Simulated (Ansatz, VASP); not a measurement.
**One calculation of Ca, two programs**

```
Ca
1.0
     0.00000    2.87803    2.79420
     2.87803    0.00000    2.79420
     2.87803    2.87803    0.00000
Ca
1
Cartesian
  0.0000 0.0000 0.0000
```

Change from the starting cell: x and y stretched by +3 %, z held, PAW files.

Alike in both runs: task electric field gradients; functional PBE; k mesh 11 × 11 × 11; occupations fermi-dirac, width 0.05 eV; no spin polarisation.

|  | VASP | Ansatz |
| --- | --- | --- |
| version | VASP 6.6.1 | Ansatz 0.2.0 |
| potentials or method | VASP PAW PBE potentials, release 64 (Ca_sv) | PAW with Ansatz's default frozen-core files, scalar-relativistic |
| plane-wave cutoff (eV) | 520 | 420 |
| valence electrons in the cell | 10 | 10 |

|  | VASP | Ansatz | Ansatz less VASP |
| --- | --- | --- | --- |
| pressure (GPa) | -1.4 | -1.4 | -0.01 |
| traceless stress, the component that is largest in VASP (GPa) | 0.11 | 0.11 | 0.000 |
